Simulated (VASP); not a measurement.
**Hf3H8: relaxation of cell and atoms with PBE**

Hf3H8:

```
Hf H
1.0
     4.07130    0.00000    0.00000
     0.00000    4.07130    0.00000
     0.00000    0.00000    4.07130
Hf H
3 8
Direct
  0.50000 0.00000 0.00000
  0.00000 0.50000 0.00000
  0.00000 0.00000 0.50000
  0.58261 0.58261 0.58261
  0.41739 0.41739 0.58261
  0.41739 0.58261 0.41739
  0.58261 0.41739 0.41739
  0.58261 0.58261 0.41739
  0.41739 0.41739 0.41739
  0.58261 0.41739 0.58261
  0.41739 0.58261 0.58261
```

```
Program                : VASP 6.6.1
Task                   : relaxation of cell and atoms
Functional             : PBE
Potentials or basis    : VASP PAW PBE potentials, release 64 (Hf_pv, H)
Cutoff                 : 600 eV
k mesh                 : 4 × 4 × 4
Occupations            : gaussian, width 0.1 eV
Spin                   : no spin polarisation
Dipole correction      : no
Further INCAR settings : ALGO = Normal; EDIFF = 1e-07; IBRION = 2; EDIFFG = -0.04; NSW = 90; ISIF = 3
```

The relaxed volume is 9.06 Å³/atom and the relaxed cell is a = 4.636 Å, b = 4.636 Å, c = 4.636 Å, α = 90.00°, β = 90.00°, γ = 90.00°. The space group after relaxing (to 0.05 Å) is Pm-3m (No. 221) and the energy gained by relaxing is 3752.3 meV/atom. The ionic steps are 11 and the pressure after relaxing is 0.3 GPa. The largest force after relaxing is 0.014 eV/Å and the band gap on the k mesh is zero (band 19 reaches 3.72 eV, above the bottom of band 20 at 2.42 eV).

Forces on the atoms (eV/Å):
```
Hf   0.000  0.000  0.000
Hf   0.000  0.000  0.000
Hf   0.000  0.000  0.000
H   -0.008 -0.008 -0.008
H    0.008  0.008 -0.008
H    0.008 -0.008  0.008
H   -0.008  0.008  0.008
H   -0.008 -0.008  0.008
H    0.008  0.008  0.008
H   -0.008  0.008 -0.008
H    0.008 -0.008 -0.008
```

Step by step:
```csv
step,energy change (eV),largest force (eV/Å),pressure (GPa),volume (Å³)
1,0.0000,23.8085,122.47,67.48
2,-39.6580,0.4619,-17.85,124.43
3,-39.7215,0.5073,-17.77,123.06
4,-39.7738,0.5531,-17.67,121.72
5,-39.8521,0.8906,-16.53,112.73
6,-41.0753,0.4143,-1.67,97.37
7,-41.0984,0.3282,1.44,95.27
8,-41.1457,0.2777,1.26,95.87
9,-41.2425,0.1323,0.77,97.68
10,-41.2486,0.1287,-0.12,101.38
11,-41.2754,0.0143,0.30,99.66
```

Final structure:
```
CELL_PARAMETERS angstrom
4.63627 0.00000 0.00000
0.00000 4.63627 0.00000
0.00000 0.00000 4.63627
ATOMIC_POSITIONS crystal
Hf 0.50000 0.00000 0.00000
Hf 0.00000 0.50000 0.00000
Hf 0.00000 0.00000 0.50000
H 0.74472 0.74472 0.74472
H 0.25528 0.25528 0.74472
H 0.25528 0.74472 0.25528
H 0.74472 0.25528 0.25528
H 0.74472 0.74472 0.25528
H 0.25528 0.25528 0.25528
H 0.74472 0.25528 0.74472
H 0.25528 0.74472 0.74472
```

Levels at points of the mesh, in eV from the Fermi level:
| k point | band 16 | band 17 | band 18 | band 19 | band 20 | band 21 | band 22 | band 23 |
| --- | --- | --- | --- | --- | --- | --- | --- | --- |
| (0.00, 0.00, 0.00) | -3.92 | -3.08 | -1.87 | -1.87 | 0.43 | 1.76 | 1.76 | 1.76 |
| (0.50, 0.00, 0.00) | -4.21 | -2.78 | -1.89 | -0.11 | 0.51 | 1.16 | 1.85 | 2.12 |
| (0.50, 0.50, 0.00) | -3.68 | -3.68 | -0.29 | -0.29 | 0.54 | 2.01 | 2.01 | 2.04 |
| (0.50, 0.50, 0.50) | -3.83 | -3.83 | 0.55 | 0.55 | 0.55 | 1.88 | 1.88 | 1.88 |

Wall time 110 s on 1 thread of Intel(R) Xeon(R) 6975P-C (Granite Rapids), with other jobs on the host, peak memory 0.22 GiB.

Caveat: the k points lie up to 0.34 Å⁻¹ apart in the final cell; the volume moved by over 15 % at a fixed basis, so the end points are rough; spin-orbit coupling is left out, which moves the levels of the heavy elements.
